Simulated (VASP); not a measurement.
# AlCo in VASP: a series of runs

Runs on AlCo. Level: PBEsol. Tasks: single point.

Everything below comes from runs of VASP 6.6.1. Logs are shortened: lines on timing, memory, paths and dates and some standing lists are left out, and cuts for length are marked.

## 1. The cell of the first run

The cell holds a wire or tube with vacuum around it, 16 atoms: a = 13.600 Å, b = 13.300 Å, c = 4.749 Å, α = 90.00°, β = 90.00°, γ = 90.00°.

## 2. Single point, PBEsol

INCAR reads:

```
SYSTEM = AlCo
ALGO = Normal ; EDIFF = 1E-6
ENCUT = 520 ; GGA = PS
ISIF = 2 ; ISMEAR = 0
LASPH = .True. ; LCHARG = .False.
LREAL = Auto ; LWAVE = .False.
NBANDS = 62 ; NELM = 80
PREC = Accurate ; SIGMA = 0.05
```

KPOINTS reads:

```
k-points
0
Gamma
  1 1 11
  0 0 0
```

POSCAR reads:

```
AlCo
1.0
   13.6000000000      0.0000000000      0.0000000000
    0.0000000000     13.3000000000      0.0000000000
    0.0000000000      0.0000000000      4.7486501699
Al Co
8 8
Direct
    0.3335650847      0.3540424667     -0.0093511426
    0.3335650847      0.6459575333     -0.0093511426
    0.5800222922      0.5000000000     -0.0203780774
    0.5000000000      0.3321118413      0.3333333333
    0.5000000000      0.6678881587      0.3333333333
    0.4199777078      0.5000000000      0.6870447440
    0.6664349153      0.3540424667      0.6760178093
    0.6664349153      0.6459575333      0.6760178093
    0.4103183474      0.5000000000      0.1930247011
    0.3447050728      0.3632012547      0.4906943860
    0.3447050728      0.6367987453      0.4906943860
    0.6552949272      0.3632012547      0.1759722807
    0.6552949272      0.6367987453      0.1759722807
    0.5896816526      0.5000000000      0.4736419656
    0.5000000000      0.3507456953      0.8333333333
    0.5000000000      0.6492543047      0.8333333333
```

Potentials or basis: VASP PAW PBE potentials, release 64 (Al, Co).

Started as:

```bash
$ cat potpaw_PBE.64/Al/POTCAR potpaw_PBE.64/Co/POTCAR > POTCAR
$ mpirun -np 1 vasp_std > vasp.out
```

OUTCAR:

```text
SYSTEM = AlCo
   EDIFF = 1E-6
   ENCUT = 520
   GGA = PS
   ISIF = 2
   ISMEAR = 0
   LASPH = .True.
   LREAL = Auto
   NELM = 80
   PREC = Accurate

 ion  position               nearest neighbor table
   1  0.334  0.354  0.991-  10 2.38  10 2.38  15 2.38   9 2.40   6 2.69   4 2.80
   2  0.334  0.646  0.991-  11 2.38  11 2.38  16 2.38   9 2.40   6 2.69   5 2.80
   3  0.580  0.500  0.980-  12 2.29  13 2.29  14 2.35  15 2.37  16 2.37  14 2.41   9 2.52   6 2.58
                             8 2.69   7 2.69   4 3.00   5 3.00
   4  0.500  0.332  0.333-  12 2.28  10 2.28  15 2.39  15 2.39   9 2.63  14 2.63   1 2.80   7 2.80
                             3 3.00   6 3.00
   5  0.500  0.668  0.333-  13 2.28  11 2.28  16 2.39  16 2.39   9 2.63  14 2.63   2 2.80   8 2.80
                             3 3.00   6 3.00
   6  0.420  0.500  0.687-  10 2.29  11 2.29   9 2.35  15 2.37  16 2.37   9 2.41  14 2.52   3 2.58
                             2 2.69   1 2.69   4 3.00   5 3.00
   7  0.666  0.354  0.676-  12 2.38  12 2.38  15 2.38  14 2.40   3 2.69   4 2.80
   8  0.666  0.646  0.676-  13 2.38  13 2.38  16 2.38  14 2.40   3 2.69   5 2.80
   9  0.410  0.500  0.193-   6 2.35   2 2.40   1 2.40   6 2.41  11 2.47  10 2.47   3 2.52   4 2.63
                             5 2.63  14 2.78  16 2.89  15 2.89
  10  0.345  0.363  0.491-   4 2.28   6 2.29   1 2.38   1 2.38   9 2.47  15 2.67
  11  0.345  0.637  0.491-   5 2.28   6 2.29   2 2.38   2 2.38   9 2.47  16 2.67
  12  0.655  0.363  0.176-   4 2.28   3 2.29   7 2.38   7 2.38  14 2.47  15 2.67
  13  0.655  0.637  0.176-   5 2.28   3 2.29   8 2.38   8 2.38  14 2.47  16 2.67
  14  0.590  0.500  0.474-   3 2.35   7 2.40   8 2.40   3 2.41  12 2.47  13 2.47   6 2.52   5 2.63
                             4 2.63   9 2.78  15 2.89  16 2.89
  15  0.500  0.351  0.833-   6 2.37   3 2.37   7 2.38   1 2.38   4 2.39   4 2.39  10 2.67  12 2.67
                            14 2.89   9 2.89
  16  0.500  0.649  0.833-   6 2.37   3 2.37   8 2.38   2 2.38   5 2.39   5 2.39  11 2.67  13 2.67
                            14 2.89   9 2.89

  LATTYP: Found a simple orthorhombic cell.
 ALAT       =     4.7486501699
 B/A-ratio  =     2.8007959155
 C/A-ratio  =     2.8639717632

  Lattice vectors:

 A1 = (   0.0000000000,   0.0000000000,  -4.7486501699)
 A2 = (   0.0000000000,  13.3000000000,   0.0000000000)
 A3 = (  13.6000000000,   0.0000000000,   0.0000000000)

Analysis of symmetry for initial positions (statically):
=====================================================================
 Subroutine PRICEL returns:
 Original cell was already a primitive cell.

 Routine SETGRP: Setting up the symmetry group for a
 simple orthorhombic supercell.

 Subroutine GETGRP returns: Found  4 space group operations
 (whereof  2 operations were pure point group operations)
 out of a pool of  8 trial point group operations.

The static configuration has the point symmetry C_1h.
 The point group associated with its full space group is C_2h.

Analysis of symmetry for dynamics (positions and initial velocities):
=====================================================================
 Subroutine PRICEL returns:
 Original cell was already a primitive cell.

 Routine SETGRP: Setting up the symmetry group for a
 simple orthorhombic supercell.

 Subroutine GETGRP returns: Found  4 space group operations
 (whereof  2 operations were pure point group operations)
 out of a pool of  8 trial point group operations.

The dynamic configuration has the point symmetry C_1h.
 The point group associated with its full space group is C_2h.

 Subroutine INISYM returns: Found  4 space group operations
 (whereof  2 operations are pure point group operations),
 and found     1 'primitive' translations

----------------------------------------------------------------------------------------

                                     Primitive cell

  volume of cell :     858.9358

  direct lattice vectors                    reciprocal lattice vectors
    13.600000000  0.000000000  0.000000000     0.073529412  0.000000000  0.000000000
     0.000000000 13.300000000  0.000000000     0.000000000  0.075187970  0.000000000
     0.000000000  0.000000000  4.748650170     0.000000000  0.000000000  0.210586159

  length of vectors
    13.600000000 13.300000000  4.748650170     0.073529412  0.075187970  0.210586159

  position of ions in fractional coordinates (direct lattice)
     0.333565085  0.354042467  0.990648857
     0.333565085  0.645957533  0.990648857
     0.580022292  0.500000000  0.979621923
     0.500000000  0.332111841  0.333333333
     0.500000000  0.667888159  0.333333333
     0.419977708  0.500000000  0.687044744
[... 8 lines left out ...]
     0.500000000  0.350745695  0.833333333
     0.500000000  0.649254305  0.833333333

  ion indices of the primitive-cell ions
   primitive index   ion index
                 1           1
                 2           2
                 3           3
                 4           4
                 5           5
                 6           6
[... 8 lines left out ...]
                15          15
                16          16

----------------------------------------------------------------------------------------

 KPOINTS: k-points

Automatic generation of k-mesh.
 Grid dimensions read from file:
 generate k-points for:    1    1   11

 Generating k-lattice:

  Cartesian coordinates                     Fractional coordinates (reciprocal lattice)
     0.073529412  0.000000000  0.000000000     1.000000000  0.000000000  0.000000000
     0.000000000  0.075187970  0.000000000     0.000000000  1.000000000  0.000000000
     0.000000000  0.000000000  0.019144196     0.000000000  0.000000000  0.090909091

  Length of vectors
     0.073529412  0.075187970  0.019144196

  Shift w.r.t. Gamma in fractional coordinates (k-lattice)
     0.000000000  0.000000000  0.000000000

 Subroutine IBZKPT returns following result:
 ===========================================

 Found      6 irreducible k-points:

 Following reciprocal coordinates:
            Coordinates               Weight
  0.000000  0.000000  0.000000      1.000000
  0.000000  0.000000  0.090909      2.000000
  0.000000  0.000000  0.181818      2.000000
  0.000000  0.000000  0.272727      2.000000
  0.000000  0.000000  0.363636      2.000000
  0.000000  0.000000  0.454545      2.000000
   k-points           NKPTS =      6   k-points in BZ     NKDIM =      6   number of bands    NBANDS=     62
   number of dos      NEDOS =    301   number of ions     NIONS =     16
   total plane-waves  NPLWV = 388800
   dimension x,y,z NGX =   108 NGY =  100 NGZ =   36
   dimension x,y,z NGXF=   216 NGYF=  200 NGZF=   72
   ions per type =               8   8
   NGX,Y,Z   is equivalent  to a cutoff of  13.20, 12.50, 12.60 a.u.
   NGXF,Y,Z  is equivalent  to a cutoff of  26.40, 25.00, 25.21 a.u.
 SYSTEM =  AlCo
   PREC   = accura    normal or accurate (medium, high low for compatibility)
   ISTART =      0    job   : 0-new  1-cont  2-samecut
   ICHARG =      2    charge: 1-file 2-atom 10-const
   ISPIN  =      1    spin polarized calculation?
   LNONCOLLINEAR =      F non collinear calculations
   LSORBIT =      F    spin-orbit coupling
   LASPH  =      T    aspherical Exc in radial PAW
   ENCUT  =  520.0 eV  38.22 Ry    6.18 a.u.  25.29 24.73  8.83*2*pi/ulx,y,z
   NELM   =     80;   NELMIN=  2; NELMDL= -5     # of ELM steps
   EDIFF  = 0.1E-05   stopping-criterion for ELM
   LREAL  =      T    real-space projection
   EDIFFG = 0.1E-04   stopping-criterion for IOM
   NSW    =      0    number of steps for IOM
   IBRION =     -1    ionic relax: 0-MD 1-quasi-New 2-CG
   NFREE  =      0    steps in history (QN), initial steepest desc. (CG)
   ISIF   =      2    stress and relaxation
   ISYM   =      2    0-nonsym 1-usesym 2-fastsym
   POTIM  = 0.5000    time-step for ionic-motion
   TEBEG  =    0.0;   TEEND  =   0.0 temperature during run
   PSTRESS=    0.0 pullay stress
   NELECT =      96.0000    total number of electrons
   NUPDOWN=      -1.0000    fix difference up-down
   EMIN   =  10.00;   EMAX   =-10.00  energy-range for DOS
   EFERMI =   0.00;   METHOD = LEGACY
   ISMEAR =     0;   SIGMA  =   0.05  broadening in eV -4-tet -1-fermi 0-gaus
   EFERMI_NEDOS =   21; number of points for ismear=-14 and -15
   IALGO  =     38    algorithm
   IMIX   =      4    mixing-type and parameters
     AMIX     =   0.40;   BMIX     =  1.00
     AMIX_MAG =   1.60;   BMIX_MAG =  1.00
  volume/ion in A,a.u.               =      53.68       362.27
  Fermi-wavevector in a.u.,A,eV,Ry     =   0.788579  1.490198  8.460868  0.621856
  Thomas-Fermi vector in A             =   1.893548
   LORBIT       =      0    0 simple, 1 ext, 2 COOP (PROOUT), +10 PAW based schemes
   GGA     = PS    functional components
   LHFCALC =     F    Hartree Fock is set to
   AEXX    =    0.0000 exact exchange contribution
   IVDW    =     0    specifies the selected vdW correction
   LEPSILON=     F    determine dielectric tensor
   LRPA    =     F    only Hartree local field effects (RPA)
 non-spin polarized calculation
 Gauss-broadening in eV      SIGMA  =   0.05
  energy-cutoff  :      520.00
  volume of cell :      858.94
 maximum number of plane-waves:     23182
 NGX is ok and might be reduce to   108
   NGX = 51   NGY = 49   NGZ = 17

 number of electron      96.0000004 magnetization

 Free energy of the ion-electron system (eV)
  ---------------------------------------------------
  ext. energy  EPLUGINS =         0.00000000
  ---------------------------------------------------
  free energy    TOTEN  =       -84.41445720 eV

  energy without entropy =      -84.39612914  energy(sigma->0) =      -84.40529317

 E-fermi :  -1.2125     XC(G=0):  -4.1732

 val. band max:       -1.2314682986   @ k =   0.0000   0.0000   0.3636
 cond. band min:      -1.2095304470   @ k =   0.0000   0.0000   0.2727
 fundamental gap:      0.0219378517
 Fermi energy:        -1.2125057622

 k-point     1 :       0.0000    0.0000    0.0000
  band No.  band energies     occupation
      1     -10.5823      2.00000
      2      -8.7099      2.00000
      3      -8.4164      2.00000
      4      -6.9066      2.00000
      5      -6.5191      2.00000
      6      -5.8864      2.00000
[... 367 lines left out ...]
     59       1.0843      0.00000
     60       1.2369      0.00000
 [bands above 60 left out]

------------------------ aborting loop because EDIFF is reached ----------------------------------------

  FORCE on cell =-STRESS in cart. coord.  units (eV):
  Direction    XX          YY          ZZ          XY          YZ          ZX
  --------------------------------------------------------------------------------------
  -------------------------------------------------------------------------------------
  Total        0.1751903      0.1659036      0.2088804      0.0000000      0.0000000      0.0459455
  in kB        0.3267833      0.3094608      0.3896257      0.0000000      0.0000000      0.0857024
  external PRESSURE =       0.3419566 kB  Pullay stress =       0.0000000 kB

 VOLUME and BASIS-vectors are now :
 -----------------------------------------------------------------------------
  energy-cutoff  :      520.00
  volume of cell :      858.94
      direct lattice vectors                 reciprocal lattice vectors
    13.600000000  0.000000000  0.000000000     0.073529412  0.000000000  0.000000000
     0.000000000 13.300000000  0.000000000     0.000000000  0.075187970  0.000000000
     0.000000000  0.000000000  4.748650170     0.000000000  0.000000000  0.210586159

 POSITION                                       TOTAL-FORCE (eV/Angst)
 -----------------------------------------------------------------------------------
      4.53649      4.70876      4.70424         0.000804      0.005684      0.006542
      4.53649      8.59124      4.70424         0.000804     -0.005684      0.006542
      7.88830      6.65000      4.65188        -0.006505      0.000000      0.022900
      6.80000      4.41709      1.58288         0.000000      0.007699      0.000000
      6.80000      8.88291      1.58288         0.000000     -0.007699      0.000000
      5.71170      6.65000      3.26254         0.006505      0.000000     -0.022900
[... 8 lines left out ...]
      6.80000      4.66492      3.95721         0.000000     -0.021084      0.000000
      6.80000      8.63508      3.95721         0.000000      0.021084      0.000000
 -----------------------------------------------------------------------------------
    total drift:                               -0.000000     -0.000000     -0.000000

  FREE ENERGIE OF THE ION-ELECTRON SYSTEM (eV)
  ---------------------------------------------------
  free  energy   TOTEN  =       -84.4144572026 eV

  energy  without entropy=      -84.3961291424  energy(sigma->0) =      -84.40529317
```

It took 7.1 min on 1 thread of Intel Xeon 6975P-C (Granite Rapids), shared host; peak memory 0.82 GiB.

What came out:

| Property | Result |
| --- | --- |
| Free energy | -84.4145 eV |
| Largest force | 0.037 eV/Å |
| Band gap on the k mesh | zero (bands 48 and 49 overlap by 0.12 eV) |

Forces in eV/Å, atoms in the order of the input:
```
Al   0.001  0.006  0.007
Al   0.001 -0.006  0.007
Al  -0.007  0.000  0.023
Al   0.000  0.008  0.000
Al   0.000 -0.008  0.000
Al   0.007  0.000 -0.023
Al  -0.001  0.006 -0.007
Al  -0.001 -0.006 -0.007
Co   0.004  0.000  0.005
Co  -0.028 -0.025 -0.002
Co  -0.028  0.025 -0.002
Co   0.028 -0.025  0.002
Co   0.028  0.025  0.002
Co  -0.004  0.000 -0.005
Co   0.000 -0.021  0.000
Co   0.000  0.021  0.000
```

Levels at points of the mesh, in eV from the Fermi level:
| k point | band 46 | band 47 | band 48 | band 49 | band 50 | band 51 |
| --- | --- | --- | --- | --- | --- | --- |
| (0.00, 0.00, 0.00) | -0.21 | -0.15 | -0.10 | -0.06 | 0.24 | 0.33 |

Caveat: the PAW data sets were made with another functional, which shifts forces and pressure a little; the run has no spin polarisation, though such a crystal can be magnetic. Spin polarisation is off, so any magnetic state and its effect on volume and gap are missing.

## 3. Single point, PBEsol

This run uses another cell than the first one.

INCAR reads:

```
SYSTEM = AlCo
PREC = Accurate ; ENCUT = 520
EDIFF = 1E-7 ; ISMEAR = 0
SIGMA = 0.05 ; LREAL = Auto
LASPH = .True. ; NELM = 100
ALGO = Normal ; ISIF = 2
LWAVE = .False. ; LCHARG = .True.
GGA = PS ; LELF = .True.
LVHAR = .True. ; NBANDS = 62
```

KPOINTS reads:

```
Automatic mesh
0
Gamma
  1 1 11
  0 0 0
```

POSCAR reads:

```
AlCo
1.0
   13.6000000000      0.0000000000      0.0000000000
    0.0000000000     13.3000000000      0.0000000000
    0.0000000000      0.0000000000      4.8888615574
Al Co
8 8
Direct
    0.3305418059      0.3499346336      0.0000000000
    0.3305418059      0.6500653664      0.0000000000
    0.5847290970      0.5000000000      0.0000000000
    0.5000000000      0.3499346336      0.3333333333
    0.5000000000      0.6500653664      0.3333333333
    0.4152709030      0.5000000000      0.6666666667
    0.6694581941      0.3499346336      0.6666666667
    0.6694581941      0.6500653664      0.6666666667
    0.4152709030      0.5000000000      0.1666666667
    0.3305418059      0.3499346336      0.5000000000
    0.3305418059      0.6500653664      0.5000000000
    0.6694581941      0.3499346336      0.1666666667
    0.6694581941      0.6500653664      0.1666666667
    0.5847290970      0.5000000000      0.5000000000
    0.5000000000      0.3499346336      0.8333333333
    0.5000000000      0.6500653664      0.8333333333
```

Potentials or basis: VASP PAW PBE potentials, release 64 (Al, Co).

Started as:

```bash
$ cat potpaw_PBE.64/Al/POTCAR potpaw_PBE.64/Co/POTCAR > POTCAR
$ mpirun -np 1 vasp_std > vasp.out
```

Run time: 9.1 min. Hardware: 1 thread of Intel Xeon 6975P-C (Granite Rapids), shared host; peak memory 0.83 GiB.

It converged, with:

```yaml
Free_energy: -83.0815 eV
Largest_force: 1.582 eV/Å
Band_gap_on_the_k_mesh: zero (bands 48 and 49 overlap by 0.12 eV)
```

Forces on the atoms (eV/Å):
```
Al   0.428  0.217 -0.023
Al   0.428 -0.217 -0.023
Al   0.553  0.000  0.096
Al   0.000 -0.574  0.000
Al   0.000  0.574  0.000
Al  -0.553  0.000 -0.096
Al  -0.428  0.217  0.023
Al  -0.428 -0.217  0.023
Co  -0.830  0.000  0.354
Co   1.382  0.768 -0.056
Co   1.382 -0.768 -0.056
Co  -1.382  0.768  0.056
Co  -1.382 -0.768  0.056
Co   0.830  0.000 -0.354
Co   0.000  0.517  0.000
Co   0.000 -0.517  0.000
```

Levels at points of the mesh, in eV from the Fermi level:
```
           k point  band 46  band 47  band 48  band 49  band 50  band 51
(0.00, 0.00, 0.00)    -0.10    -0.10    -0.09    -0.07     0.13     0.25
```

Caveat: the PAW data sets were made with another functional, which shifts forces and pressure a little; the run has no spin polarisation, though such a crystal can be magnetic. Spin polarisation is off, so any magnetic state and its effect on volume and gap are missing.
